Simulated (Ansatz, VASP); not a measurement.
Two plane-wave programs on SiC3

POSCAR

```
SiC3
1.0
    2.7393152682      0.0000000000      0.0000000000
    0.0000000000      2.7393152682      0.0000000000
    0.0000000000      0.0000000000      4.0065498955
C Si
3 1
Direct
    0.5000000000      0.0000000000      0.7862689763
    0.5000000000      0.5000000000      0.0000000000
    0.0000000000      0.5000000000      0.2137310237
    0.0000000000      0.0000000000      0.5000000000
```

The input INCAR.step1:

```
PREC     = Accurate       # precision mode
ENCUT    = 520            # plane-wave cutoff, eV
ISMEAR   = 0              # smearing method
SIGMA    = 0.01           # smearing width, eV
LREAL    = F              # projectors in reciprocal space
LASPH    = T              # aspherical terms in the spheres
NELM     = 80             # most SCF steps
NBANDS   = 16             # bands
GGA      = PE             # functional
ALGO     = Normal         # electronic algorithm
EDIFF    = 1E-4           # SCF threshold, eV
LWAVE    = T              # write WAVECAR
LCHARG   = F              # write CHGCAR
```

INCAR.step2

```
PREC     = Accurate       # precision mode
ENCUT    = 520            # plane-wave cutoff, eV
EDIFF    = 1E-6           # SCF threshold, eV
ISMEAR   = 0              # smearing method
SIGMA    = 0.01           # smearing width, eV
LREAL    = F              # projectors in reciprocal space
LASPH    = T              # aspherical terms in the spheres
NELM     = 80             # most SCF steps
ALGO     = Normal         # electronic algorithm
ISIF     = 2              # what is computed and relaxed
LWAVE    = F              # write WAVECAR
LCHARG   = T              # write CHGCAR
METAGGA  = R2SCAN         # meta-GGA
LMIXTAU  = T            
LELF     = T              # ELF
LVHAR    = T            
NBANDS   = 16             # bands
ISTART   = 1
```

Contents of KPOINTS:

```
regular mesh
0
Gamma
  8 8 6
```

Input for Ansatz:

```yaml
crystal:
  lattice:
    - [2.7393152682, 0.0, 0.0]
    - [0.0, 2.7393152682, 0.0]
    - [0.0, 0.0, 4.0065498955]
  atoms:
    - { symbol: C, position: [0.5, 0.0, 0.7862689763] }
    - { symbol: C, position: [0.5, 0.5, 0.0] }
    - { symbol: C, position: [0.0, 0.5, 0.2137310237] }
    - { symbol: Si, position: [0.0, 0.0, 0.5] }
kpoints:
  mp_grid: { grid: [8, 8, 6] }
hamiltonian:
  xc: r2scan
scf:
  occupations: { method: fixed }
  n_extra_bands: 5
output:
  forces: true
  stress: true
  eigenvalues: true
```

Alike in both runs: task single point; functional r2SCAN; k mesh 8 × 8 × 6; no spin polarisation.

|  | VASP | Ansatz |
| --- | --- | --- |
| version | VASP 6.6.1 | Ansatz 0.2.0 |
| potentials or method | VASP PAW PBE potentials, release 64 (C, Si) | plane waves, PAW |
| plane-wave cutoff (eV) | 520 | 500 |
| occupations | gaussian, width 0.01 eV | fixed |
| valence electrons in the cell | 16 | 16 |

Ansatz gave:

- gap on the k mesh at the Fermi level (eV): 1.75
- pressure (GPa): 20.7
- traceless stress, the component that is largest in VASP (GPa): 1.64
- rms of the force components (eV/Å): 0.142

Which values does VASP return?

gap on the k mesh at the Fermi level (eV): 1.76; pressure (GPa): 20.7; traceless stress, the component that is largest in VASP (GPa): 1.42; rms of the force components (eV/Å): 0.118.

VASP's potentials were made for PBE, not for r2SCAN. Atom by atom the forces differ by 0.024 eV/Å (rms over components).
